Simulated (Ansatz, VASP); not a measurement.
**Si3P4 in VASP and in Ansatz**

```
Si P
1.0
     0.00000    4.94817    4.94817
     4.94817    0.00000    4.94817
     4.94817    4.94817    0.00000
Si P
6 8
Direct
  0.25000 0.25000 0.25000
  0.00000 0.00000 0.00000
  0.12500 0.62500 0.62500
  0.62500 0.62500 0.12500
  0.62500 0.12500 0.62500
  0.62500 0.62500 0.62500
  0.86537 0.40388 0.86537
  0.38463 0.38463 0.38463
  0.40388 0.86537 0.86537
  0.38463 0.38463 0.84612
  0.38463 0.84612 0.38463
  0.86537 0.86537 0.40388
  0.84612 0.38463 0.38463
  0.86537 0.86537 0.86537
```

Alike in both runs: functional PBE; k mesh 8 × 8 × 8; occupations gaussian, width 0.1 eV; no spin polarisation.

Ansatz relaxed the structure, and its values are those at the end. VASP's run is a single point on that final structure, the one shown.

```csv
,VASP,Ansatz
version,VASP 6.6.1,Ansatz 0.2.0
potentials or method,"VASP PAW PBE potentials, release 64 (Si, P), cutoff 520 eV","scalar-relativistic, plane waves, PAW"
valence electrons in the cell,64,64
```

|  | VASP | Ansatz | Ansatz less VASP |
| --- | --- | --- | --- |
| gap on the k mesh at the Fermi level (eV) | none | none | - |
| pressure (GPa) | -0.1 | 0.0 | +0.15 |
| rms of the force components (eV/Å) | 0.004 | 0.006 | +0.0012 |

A gap of «none» marks a metal or a gap that the smearing closes.
